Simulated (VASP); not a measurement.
**InP: single point with PBE**

Crystal: InP.

```
In P
1.0
     3.43202    0.00000    0.00000
     0.00000    3.43202    0.00000
     0.00000    0.00000    3.43202
In P
1 1
Direct
  0.50000 0.50000 0.50000
  0.00000 0.00000 0.00000
```

```yaml
Program: VASP 6.6.1
Task: single point
Functional: PBE
Potentials_or_basis: VASP PAW PBE potentials, release 64 (In_d, P)
Cutoff: 500 eV
k_mesh: 6 × 6 × 6
Occupations: gaussian, width 0.2 eV
Spin: no spin polarisation
```

```yaml
Pressure: 0.4 GPa
Band_gap_on_the_k_mesh: zero (band 9 reaches 8.87 eV, above the bottom of band 10 at 6.39 eV)
```

Levels at points of the mesh, in eV from the Fermi level:
```csv
k point,band 5,band 6,band 7,band 8,band 9,band 10,band 11,band 12,band 13,band 14
"(0.00, 0.00, 0.00)",-14.28,-12.54,-1.49,-0.86,-0.86,-0.86,4.75,4.75,10.10,10.10
"(0.50, 0.00, 0.00)",-14.27,-10.67,-7.53,0.80,0.80,2.70,3.69,5.08,5.08,5.92
"(0.50, 0.50, 0.00)",-14.17,-8.88,-4.86,-4.86,-3.72,1.19,6.76,6.76,7.74,8.62
"(0.50, 0.50, 0.50)",-14.17,-8.31,-2.29,-2.29,-2.29,-0.58,-0.21,-0.21,-0.21,17.05
```

It took 6.2 s on 1 thread of Intel(R) Xeon(R) Platinum 8481C CPU @ 2.70GHz (Sapphire Rapids), on a shared host, peak memory 0.16 GiB.

Caveat: spin-orbit coupling is left out, which moves the levels of the heavy elements.
